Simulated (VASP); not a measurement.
## CaO: G0W0 quasiparticle levels with PBE

CaO:

```xyz
2
Lattice="0.0000 2.3976 2.3976 2.3976 0.0000 2.3976 2.3976 2.3976 0.0000" Properties=species:S:1:pos:R:3 pbc="T T T"
Ca    0.0000    0.0000    0.0000
O     2.3976    2.3976    2.3976
```

```
Program                         : VASP 6.6.1
Task                            : G0W0 quasiparticle levels
Functional                      : PBE
Potentials or basis             : VASP PAW PBE potentials, release 64 (Ca_sv_GW, O_GW)
Cutoff                          : 500 eV
k mesh                          : 6 × 6 × 6
Occupations                     : gaussian, width 0.01 eV
Spin                            : no spin polarisation
Dipole correction               : no
GW scheme                       : G0W0
GW iterations                   : 1
Cutoff of the response function : 120
Frequency points                : 96
Empty bands                     : 82
Further INCAR settings          : ALGO = EVGW0; EDIFF = 1e-08; NBANDS = 90
```

* Quasiparticle gap: 5.77 eV
* Least direct quasiparticle gap: 6.24 eV
* Band gap of the starting levels on the mesh: 3.66 eV
* Least direct gap of the starting levels on the mesh: 4.03 eV

It took 4.2 min on 1 thread of Intel(R) Xeon(R) Platinum 8488C (Sapphire Rapids) (shared host), peak memory 0.48 GiB.

Caveat: the k points lie up to 0.38 Å⁻¹ apart; bands, screening cutoff and mesh are small and nothing is extrapolated, so the quasiparticle values aren't converged.
